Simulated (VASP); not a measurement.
Here is a VASP 6.6.1 calculation.

Contents of INCAR:

```
ALGO     = Normal         # electronic algorithm
EDIFF    = 1E-8           # SCF threshold, eV
ENCUT    = 520            # plane-wave cutoff, eV
ISIF     = 2              # what is computed and relaxed
ISMEAR   = -1             # smearing method
LASPH    = T              # aspherical terms in the spheres
LCHARG   = F              # write CHGCAR
LEFG     = T            
LREAL    = F              # projectors in reciprocal space
LWAVE    = F              # write WAVECAR
NBANDS   = 19             # bands
NELM     = 100            # most SCF steps
PREC     = Accurate       # precision mode
SIGMA    = 0.05           # smearing width, eV
```

KPOINTS

```
k-points
0
Gamma
  15 15 7
```

POSCAR

```
Ce
1.0
    3.2255505688      0.0000000000      0.0000000000
   -1.6127752844      2.7934087338      0.0000000000
    0.0000000000      0.0000000000      5.9812049394
Ce
2
Direct
    0.3333333333      0.6666666667      0.2500000000
    0.6666666667      0.3333333333      0.7500000000
```

Potentials or basis: VASP PAW LDA potentials, release 64 (Ce).

Run with:

```console
$ cat potpaw_LDA.64/Ce/POTCAR > POTCAR
$ mpirun -np 1 vasp_std > vasp.out
```

(1) What does it give for the pressure?

(2) What does it give for the band gap on the k mesh?

## Answers

(1) -6.4 GPa.

(2) zero (band 12 reaches 9.09 eV, above the bottom of band 13 at 8.58 eV).

Caveat: without QUAD_EFG the Cq values of the log hold for a quadrupole moment of 1 mb, not for the nuclei; spin-orbit coupling is left out, which moves the levels of the heavy elements.
